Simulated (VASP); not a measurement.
# Ta (Im-3m) in VASP: a series of runs

The runs below take Ta through single point, with r2SCAN50.

All numbers are computed with VASP 6.6.1; they aren't measurements. Logs are shortened: lines on timing, memory, paths and dates and some standing lists are left out, and cuts for length are marked.

### Step 1. The cell of the first run

It takes space group Im-3m (No. 229, cubic). The conventional cell has a = 3.324 Å, b = 3.324 Å, c = 3.324 Å, α = 90.00°, β = 90.00°, γ = 90.00°. Within 3.8 Å of Ta (site symmetry m-3m) lie 14 Ta at 2.88 to 3.32 Å.

### Step 2. Single point, r2SCAN50

The input, POSCAR:

```
Ta
1.0
   -1.6622159478      1.6622159478      1.6622159478
    1.6622159478     -1.6622159478      1.6622159478
    1.6622159478      1.6622159478     -1.6622159478
Ta
1
Direct
    0.0000000000      0.0000000000      0.0000000000
```

The input, INCAR.step1:

```
SYSTEM = Ta
PREC = Accurate ; ENCUT = 520
EDIFF = 1E-5 ; ISMEAR = -1
SIGMA = 0.05 ; LREAL = .FALSE.
LASPH = .TRUE. ; NELM = 60
ALGO = Normal ; ISIF = 2
LWAVE = .TRUE. ; LCHARG = .FALSE.
NBANDS = 12 ; GGA = PE
```

The input, INCAR.step2:

```
SYSTEM = Ta
PREC = Accurate ; ENCUT = 520
EDIFF = 1E-7 ; ISMEAR = -1
SIGMA = 0.05 ; LREAL = .FALSE.
LASPH = .TRUE. ; NELM = 60
ALGO = Normal ; ISIF = 2
LWAVE = .FALSE. ; LCHARG = .FALSE.
METAGGA = R2SCAN ; LHFCALC = .TRUE.
AEXX = 0.5 ; LMIXTAU = .TRUE.
PRECFOCK = Normal ; NBANDS = 12
ISTART = 1
```

The input, KPOINTS:

```
regular mesh
0
G
  6 6 6
  0 0 0
```

Potentials or basis: VASP PAW PBE potentials, release 64 (Ta_pv).

Run with:

```sh
cat potpaw_PBE.64/Ta_pv/POTCAR > POTCAR
cp INCAR.step1 INCAR
mpirun -np 1 vasp_std > vasp.out
cp INCAR.step2 INCAR
mpirun -np 1 vasp_std > vasp.out
```

OUTCAR:

```text
SYSTEM = Ta
   PREC = Accurate
   ENCUT = 520
   EDIFF = 1E-7
   ISMEAR = -1
   LREAL = .FALSE.
   LASPH = .TRUE.
   NELM = 60
   ISIF = 2
   METAGGA = R2SCAN
   LHFCALC = .TRUE.
   AEXX = 0.5
   PRECFOCK = Normal
   ISTART = 1

 ion  position               nearest neighbor table
   1  0.000  0.000  0.000-

  LATTYP: Found a body centered cubic cell.
 ALAT       =     3.3244318956

  Lattice vectors:

 A1 = (  -1.6622159478,   1.6622159478,   1.6622159478)
 A2 = (   1.6622159478,  -1.6622159478,   1.6622159478)
 A3 = (   1.6622159478,   1.6622159478,  -1.6622159478)

Analysis of symmetry for initial positions (statically):
=====================================================================
 Subroutine PRICEL returns:
 Original cell was already a primitive cell.

 Routine SETGRP: Setting up the symmetry group for a
 body centered cubic supercell.

 Subroutine GETGRP returns: Found 48 space group operations
 (whereof 48 operations were pure point group operations)
 out of a pool of 48 trial point group operations.

The static configuration has the point symmetry O_h .

Analysis of symmetry for dynamics (positions and initial velocities):
=====================================================================
 Subroutine PRICEL returns:
 Original cell was already a primitive cell.

 Routine SETGRP: Setting up the symmetry group for a
 body centered cubic supercell.

 Subroutine GETGRP returns: Found 48 space group operations
 (whereof 48 operations were pure point group operations)
 out of a pool of 48 trial point group operations.

The dynamic configuration has the point symmetry O_h .

 Subroutine INISYM returns: Found 48 space group operations
 (whereof 48 operations are pure point group operations),
 and found     1 'primitive' translations

----------------------------------------------------------------------------------------

                                     Primitive cell

  volume of cell :      18.3706

  direct lattice vectors                    reciprocal lattice vectors
    -1.662215948  1.662215948  1.662215948     0.000000000  0.300803274  0.300803274
     1.662215948 -1.662215948  1.662215948     0.300803274  0.000000000  0.300803274
     1.662215948  1.662215948 -1.662215948     0.300803274  0.300803274  0.000000000

  length of vectors
     2.879042475  2.879042475  2.879042475     0.425400070  0.425400070  0.425400070

  position of ions in fractional coordinates (direct lattice)
     0.000000000  0.000000000  0.000000000

  ion indices of the primitive-cell ions
   primitive index   ion index
                 1           1

----------------------------------------------------------------------------------------

 KPOINTS: regular mesh

Automatic generation of k-mesh.
 Grid dimensions read from file:
 generate k-points for:    6    6    6

 Generating k-lattice:

  Cartesian coordinates                     Fractional coordinates (reciprocal lattice)
     0.000000000  0.050133879  0.050133879     0.166666667  0.000000000  0.000000000
     0.050133879  0.000000000  0.050133879     0.000000000  0.166666667  0.000000000
     0.050133879  0.050133879  0.000000000     0.000000000  0.000000000  0.166666667

  Length of vectors
     0.070900012  0.070900012  0.070900012

  Shift w.r.t. Gamma in fractional coordinates (k-lattice)
     0.000000000  0.000000000  0.000000000

 Subroutine IBZKPT returns following result:
 ===========================================

 Found     16 irreducible k-points:

 Following reciprocal coordinates:
            Coordinates               Weight
  0.000000  0.000000  0.000000      1.000000
  0.166667  0.000000  0.000000     12.000000
  0.333333  0.000000  0.000000     12.000000
  0.500000  0.000000  0.000000      6.000000
  0.166667  0.166667  0.000000     24.000000
  0.333333  0.166667 -0.000000     48.000000
[... 8 lines left out ...]
  0.500000  0.500000  0.333333     12.000000
  0.500000  0.500000  0.500000      1.000000
   k-points           NKPTS =     16   k-points in BZ     NKDIM =    216   number of bands    NBANDS=     12
   number of dos      NEDOS =    301   number of ions     NIONS =      1
   total plane-waves  NPLWV =  13824
   dimension x,y,z NGX =    24 NGY =   24 NGZ =   24
   dimension x,y,z NGXF=    48 NGYF=   48 NGZF=   48
   ions per type =               1
   NGX,Y,Z   is equivalent  to a cutoff of  13.86, 13.86, 13.86 a.u.
   NGXF,Y,Z  is equivalent  to a cutoff of  27.72, 27.72, 27.72 a.u.
 SYSTEM =  Ta
   PREC   = accura    normal or accurate (medium, high low for compatibility)
   ISTART =      1    job   : 0-new  1-cont  2-samecut
   ICHARG =      0    charge: 1-file 2-atom 10-const
   ISPIN  =      1    spin polarized calculation?
   LNONCOLLINEAR =      F non collinear calculations
   LSORBIT =      F    spin-orbit coupling
   LASPH  =      T    aspherical Exc in radial PAW
   ENCUT  =  520.0 eV  38.22 Ry    6.18 a.u.   5.35  5.35  5.35*2*pi/ulx,y,z
   NELM   =     60;   NELMIN=  2; NELMDL=  0     # of ELM steps
   EDIFF  = 0.1E-06   stopping-criterion for ELM
   LREAL  =      F    real-space projection
   EDIFFG = 0.1E-05   stopping-criterion for IOM
   NSW    =      0    number of steps for IOM
   IBRION =     -1    ionic relax: 0-MD 1-quasi-New 2-CG
   NFREE  =      0    steps in history (QN), initial steepest desc. (CG)
   ISIF   =      2    stress and relaxation
   ISYM   =      3    0-nonsym 1-usesym 2-fastsym
   POTIM  = 0.5000    time-step for ionic-motion
   TEBEG  =    0.0;   TEEND  =   0.0 temperature during run
   PSTRESS=    0.0 pullay stress
   NELECT =      11.0000    total number of electrons
   NUPDOWN=      -1.0000    fix difference up-down
   EMIN   =  10.00;   EMAX   =-10.00  energy-range for DOS
   EFERMI =   0.00;   METHOD = LEGACY
   ISMEAR =    -1;   SIGMA  =   0.05  broadening in eV -4-tet -1-fermi 0-gaus
   EFERMI_NEDOS =   21; number of points for ismear=-14 and -15
   IALGO  =     38    algorithm
   IMIX   =      1    mixing-type and parameters
     AMIX     =   0.40;   BMIX     =  1.00
     AMIX_MAG =   1.60;   BMIX_MAG =  1.00
  volume/ion in A,a.u.               =      18.37       123.97
  Fermi-wavevector in a.u.,A,eV,Ry     =   1.379849  2.607537 25.905271  1.903984
  Thomas-Fermi vector in A             =   2.504781
[... 5 lines left out ...]
   NKREDX  =     1    reduce k-point grid by
   NKREDY  =     1    reduce k-point grid by
   NKREDZ  =     1    reduce k-point grid by
   AEXX    =    0.5000 exact exchange contribution
   HFSCREEN=    0.0000 screening length (either q_TF or 0.3 A-1)
   HFSCREENC=   0.0000 screening length for correlation (either q_TF or 0.3 A-1)
   ENCUTFOCK=  -1.0 apply spherical cutoff to Coloumb kernel
   IVDW    =     0    specifies the selected vdW correction
   LEPSILON=     F    determine dielectric tensor
   LRPA    =     F    only Hartree local field effects (RPA)
 non-spin polarized calculation
  energy-cutoff  :      520.00
  volume of cell :       18.37
 maximum number of plane-waves:       531
 NGX is ok and might be reduce to    24
  NGX = 18; NGY = 18; NGZ = 18

 number of electron      11.0000000 magnetization

 Free energy of the ion-electron system (eV)
  ---------------------------------------------------
  ext. energy  EPLUGINS =         0.00000000
  ---------------------------------------------------
  free energy    TOTEN  =       -36.82707730 eV

  energy without entropy =      -36.81972437  energy(sigma->0) =      -36.82340083

 E-fermi :   4.6000     XC(G=0):  -7.4567

 val. band max:        4.5744148440   @ k =  -0.3333   0.5000   0.1667
 cond. band min:       5.1209050395   @ k =   0.3333   0.0000   0.0000
 fundamental gap:      0.5464901955
 Fermi energy:         4.5999533045

 k-point     1 :       0.0000    0.0000    0.0000
  band No.  band energies     occupation
      1     -34.2804      2.00000
      2     -34.2804      2.00000
      3     -34.2804      2.00000
      4      -6.2007      2.00000
      5       7.3690      0.00000
      6       7.3690      0.00000
      7       7.3690      0.00000
      8      11.4420      0.00000
      9      11.4420      0.00000
     10      22.8220      0.00000
     11      22.8220      0.00000
     12      22.8220      0.00000

 k-point     2 :       0.1667    0.0000    0.0000
  band No.  band energies     occupation
      1     -34.6628      2.00000
      2     -34.3916      2.00000
      3     -34.2839      2.00000
      4      -4.7776      2.00000
      5       6.1250      0.00000
      6       6.5039      0.00000
      7       8.6805      0.00000
      8      10.5491      0.00000
      9      11.3898      0.00000
     10      22.8784      0.00000
     11      23.6319      0.00000
     12      25.0929      0.00000

 k-point     3 :       0.3333    0.0000    0.0000
  band No.  band energies     occupation
      1     -35.3781      2.00000
      2     -34.6051      2.00000
      3     -34.2857      2.00000
      4      -2.1289      2.00000
      5       3.0307      2.00000
      6       5.1209      0.00006
      7      11.0341      0.00000
      8      11.7569      0.00000
      9      12.2377      0.00000
     10      21.3725      0.00000
     11      22.3851      0.00000
     12      22.8992      0.00000

 k-point     4 :       0.5000    0.0000    0.0000
  band No.  band energies     occupation
      1     -35.7129      2.00000
      2     -34.7102      2.00000
      3     -34.2859      2.00000
      4      -1.5614      2.00000
      5       2.1740      2.00000
      6       6.3647      0.00000
      7      11.2172      0.00000
      8      12.3106      0.00000
      9      15.2785      0.00000
     10      19.3384      0.00000
     11      19.5543      0.00000
     12      22.8847      0.00000

 k-point     5 :       0.1667    0.1667    0.0000
  band No.  band energies     occupation
      1     -35.1448      2.00000
      2     -34.5419      2.00000
      3     -34.3625      2.00000
      4      -2.5008      2.00000
      5       3.4860      2.00000
      6       3.7944      2.00000
      7      10.0400      0.00000
      8      11.4262      0.00000
      9      12.1269      0.00000
     10      22.8312      0.00000
     11      22.9676      0.00000
     12      24.8516      0.00000
[... 108 lines left out ...]
      1     -35.4073      2.00000
      2     -35.0769      2.00000
      3     -34.6208      2.00000
      4       0.9078      2.00000
      5       1.4324      2.00000
      6       4.5744      1.24997
      7       9.9543      0.00000
      8      11.9464      0.00000
      9      16.1294      0.00000
     10      19.0668      0.00000
     11      22.4027      0.00000
     12      22.8830      0.00000

 k-point    14 :      -0.3333    0.3333    0.3333
  band No.  band energies     occupation
      1     -35.2175      2.00000
      2     -34.9797      2.00000
      3     -34.9797      2.00000
      4       0.2614      2.00000
      5       1.1227      2.00000
      6       9.0013      0.00000
      7       9.0013      0.00000
      8      11.8176      0.00000
      9      12.0422      0.00000
     10      22.8752      0.00000
     11      23.4119      0.00000
     12      23.4119      0.00000

 k-point    15 :       0.5000    0.5000    0.3333
  band No.  band energies     occupation
      1     -35.3443      2.00000
      2     -35.0972      2.00000
      3     -35.0036      2.00000
      4       0.0541      2.00000
      5       0.2979      2.00000
      6       9.4723      0.00000
      7       9.5282      0.00000
      8      14.4949      0.00000
      9      15.5319      0.00000
     10      17.9838      0.00000
     11      19.8541      0.00000
     12      22.8792      0.00000

 k-point    16 :       0.5000    0.5000    0.5000
  band No.  band energies     occupation
      1     -35.2170      2.00000
      2     -35.2170      2.00000
      3     -35.2170      2.00000
      4      -0.7363      2.00000
      5      -0.7363      2.00000
      6      14.2489      0.00000
      7      14.2489      0.00000
      8      14.2489      0.00000
      9      15.6470      0.00000
     10      15.6470      0.00000
     11      15.6470      0.00000
     12      22.8455      0.00000

------------------------ aborting loop because EDIFF is reached ----------------------------------------

  FORCE on cell =-STRESS in cart. coord.  units (eV):
  Direction    XX          YY          ZZ          XY          YZ          ZX
  --------------------------------------------------------------------------------------
  -------------------------------------------------------------------------------------
  Total       -0.6285070     -0.6285070     -0.6285070      0.0000000     -0.0000000      0.0000000
  in kB      -54.8148650    -54.8148650    -54.8148650      0.0000000     -0.0000000      0.0000000
  external PRESSURE =     -54.8148650 kB  Pullay stress =       0.0000000 kB

 VOLUME and BASIS-vectors are now :
 -----------------------------------------------------------------------------
  energy-cutoff  :      520.00
  volume of cell :       18.37
      direct lattice vectors                 reciprocal lattice vectors
    -1.662215948  1.662215948  1.662215948     0.000000000  0.300803274  0.300803274
     1.662215948 -1.662215948  1.662215948     0.300803274  0.000000000  0.300803274
     1.662215948  1.662215948 -1.662215948     0.300803274  0.300803274  0.000000000

 POSITION                                       TOTAL-FORCE (eV/Angst)
 -----------------------------------------------------------------------------------
      0.00000      0.00000      0.00000         0.000000      0.000000      0.000000
 -----------------------------------------------------------------------------------
    total drift:                                0.000000      0.000000      0.000000

  FREE ENERGIE OF THE ION-ELECTRON SYSTEM (eV)
  ---------------------------------------------------
  free  energy   TOTEN  =       -36.8270773001 eV

  energy  without entropy=      -36.8197243652  energy(sigma->0) =      -36.82340083
```

It used 1600 s of CPU time on 1 thread of AMD EPYC 7R13 Processor (Zen 3), on a shared host.

Results:

| Quantity | Value |
| --- | --- |
| Free energy | -36.8271 eV |
| Pressure | -5.5 GPa |
| Band gap on the k mesh | zero (an odd number of electrons rules out a gap without spin polarisation) |

Caveat: the k points lie up to 0.45 Å⁻¹ apart, too coarse for converged energies and pressures of a metal; the PAW data sets were made with another functional, which shifts forces and pressure a little; spin-orbit coupling is left out, which moves the levels of the heavy elements.

### Step 3. Single point, r2SCAN50

This run uses another cell than the first one, of 18.73 Å³/atom.

The input, POSCAR:

```
Ta
1.0
   -1.6730098603      1.6730098603      1.6730098603
    1.6730098603     -1.6730098603      1.6730098603
    1.6730098603      1.6730098603     -1.6730098603
Ta
1
Direct
    0.0000000000      0.0000000000      0.0000000000
```

The input, INCAR.step1:

```
PREC = Accurate ; ENCUT = 520
EDIFF = 1E-5 ; ISMEAR = -1
SIGMA = 0.05 ; LREAL = F
LASPH = T ; NELM = 100
ALGO = Normal ; ISIF = 2
LWAVE = T ; LCHARG = F
GGA = PE ; NBANDS = 12
```

The input, INCAR.step2:

```
PREC = Accurate ; ENCUT = 520
EDIFF = 1E-6 ; ISMEAR = -1
SIGMA = 0.05 ; LREAL = F
LASPH = T ; NELM = 100
ALGO = Normal ; ISIF = 2
LWAVE = F ; LCHARG = F
METAGGA = R2SCAN ; LHFCALC = T
AEXX = 0.5 ; LMIXTAU = T
PRECFOCK = Normal ; ISTART = 1
NBANDS = 12
```

The input, KPOINTS:

```
Automatic mesh
0
Gamma
  6 6 6
```

Potentials or basis: VASP PAW PBE potentials, release 64 (Ta_pv).

Run with:

```sh
cat potpaw_PBE.64/Ta_pv/POTCAR > POTCAR
cp INCAR.step1 INCAR
mpirun -np 1 vasp_std > vasp.out
cp INCAR.step2 INCAR
mpirun -np 1 vasp_std > vasp.out
```

Run time: 12 min. Hardware: 1 thread of AMD EPYC 7R13 (Zen 3), shared host; peak memory 0.13 GiB.

It converged, with:

```
Free energy            : -36.8101 eV
Pressure               : -9.6 GPa
Band gap on the k mesh : zero (an odd number of electrons rules out a gap without spin polarisation)
```

Levels at points of the mesh, in eV from the Fermi level:
```
           k point  band 2  band 3  band 4  band 5  band 6  band 7  band 8  band 9
(0.00, 0.00, 0.00)  -38.98  -38.98  -10.73    2.74    2.74    2.74    6.75    6.75
(0.50, 0.00, 0.00)  -39.39  -38.99   -6.07   -2.38    1.65    6.51    7.59   10.45
(0.50, 0.50, 0.50)  -39.87  -39.87   -5.21   -5.21    9.46    9.46    9.46   10.83
```

Caveat: the k points lie up to 0.44 Å⁻¹ apart, too coarse for converged energies and pressures of a metal; the PAW data sets were made with another functional, which shifts forces and pressure a little; spin-orbit coupling is left out, which moves the levels of the heavy elements.

### Step 4. Single point, r2SCAN50

This run uses another cell than the first one, of 19.09 Å³/atom.

The input, POSCAR:

```
Ta
1.0
   -1.6836662614      1.6836662614      1.6836662614
    1.6836662614     -1.6836662614      1.6836662614
    1.6836662614      1.6836662614     -1.6836662614
Ta
1
Direct
    0.0000000000      0.0000000000      0.0000000000
```

The input, INCAR.step1:

```
SYSTEM = Ta
ALGO     = Normal         ! electronic algorithm
EDIFF    = 1E-5           ! SCF threshold, eV
ENCUT    = 520            ! plane-wave cutoff, eV
GGA      = PE             ! functional
ISIF     = 2              ! what is computed and relaxed
ISMEAR   = -1             ! smearing method
LASPH    = .TRUE.         ! aspherical terms in the spheres
LCHARG   = .FALSE.        ! write CHGCAR
LREAL    = .FALSE.        ! projectors in reciprocal space
LWAVE    = .TRUE.         ! write WAVECAR
NBANDS   = 12             ! bands
NELM     = 80             ! most SCF steps
PREC     = Accurate       ! precision mode
SIGMA    = 0.05           ! smearing width, eV
```

The input, INCAR.step2:

```
SYSTEM = Ta
AEXX     = 0.5            ! exact-exchange fraction
ALGO     = Normal         ! electronic algorithm
EDIFF    = 1E-6           ! SCF threshold, eV
ENCUT    = 520            ! plane-wave cutoff, eV
ISIF     = 2              ! what is computed and relaxed
ISMEAR   = -1             ! smearing method
ISTART   = 1            
LASPH    = .TRUE.         ! aspherical terms in the spheres
LCHARG   = .FALSE.        ! write CHGCAR
LHFCALC  = .TRUE.         ! exact exchange
LMIXTAU  = .TRUE.       
LREAL    = .FALSE.        ! projectors in reciprocal space
LWAVE    = .FALSE.        ! write WAVECAR
METAGGA  = R2SCAN         ! meta-GGA
NBANDS   = 12             ! bands
NELM     = 80             ! most SCF steps
PREC     = Accurate       ! precision mode
PRECFOCK = Normal       
SIGMA    = 0.05           ! smearing width, eV
```

The input, KPOINTS:

```
k-points
0
G
  6 6 6
  0 0 0
```

Run with:

```sh
cat potpaw_PBE.64/Ta_pv/POTCAR > POTCAR
cp INCAR.step1 INCAR
mpirun -np 1 vasp_std > vasp.out
cp INCAR.step2 INCAR
mpirun -np 1 vasp_std > vasp.out
```

Run time: 13 min. Hardware: 1 thread of AMD EPYC 7R13 (Zen 3), shared host; peak memory 0.13 GiB.

The run converged. Its results:

```
Free energy            : -36.7842 eV
Pressure               : -13.4 GPa
Band gap on the k mesh : zero (an odd number of electrons rules out a gap without spin polarisation)
```

Levels at points of the mesh, in eV from the Fermi level:
| k point | band 2 | band 3 | band 4 | band 5 | band 6 | band 7 | band 8 | band 9 |
| --- | --- | --- | --- | --- | --- | --- | --- | --- |
| (0.00, 0.00, 0.00) | -39.08 | -39.08 | -10.65 | 2.71 | 2.71 | 2.71 | 6.66 | 6.66 |
| (0.50, 0.00, 0.00) | -39.47 | -39.09 | -5.99 | -2.33 | 1.54 | 6.41 | 7.46 | 10.24 |
| (0.50, 0.50, 0.50) | -39.92 | -39.92 | -5.08 | -5.08 | 9.27 | 9.27 | 9.27 | 10.62 |

Caveat: the k points lie up to 0.44 Å⁻¹ apart, too coarse for converged energies and pressures of a metal; the PAW data sets were made with another functional, which shifts forces and pressure a little; spin-orbit coupling is left out, which moves the levels of the heavy elements.

### Step 5. Overview

```csv
cell,gap on the mesh (eV),pressure (GPa)
"a = 2.879 Å, angles 109.5°, 1 atom",none,-5.5
"a = 2.898 Å, angles 109.5°, 1 atom",none,-9.6
"a = 2.916 Å, angles 109.5°, 1 atom",none,-13.4
```

Alike in all rows: task single point; level r2SCAN50; potentials or basis VASP PAW PBE potentials, release 64 (Ta_pv); no spin polarisation; k mesh 6 × 6 × 6; cutoff (eV) 520; smearing fermi-dirac 0.05 eV.

Caveats: all runs use coarse meshes; the PAW data sets were made with another functional, which shifts forces and pressure a little; spin-orbit coupling is left out, which moves the levels of the heavy elements.

Total energies depend on the potentials used, so only differences within one code and one set of settings carry meaning.
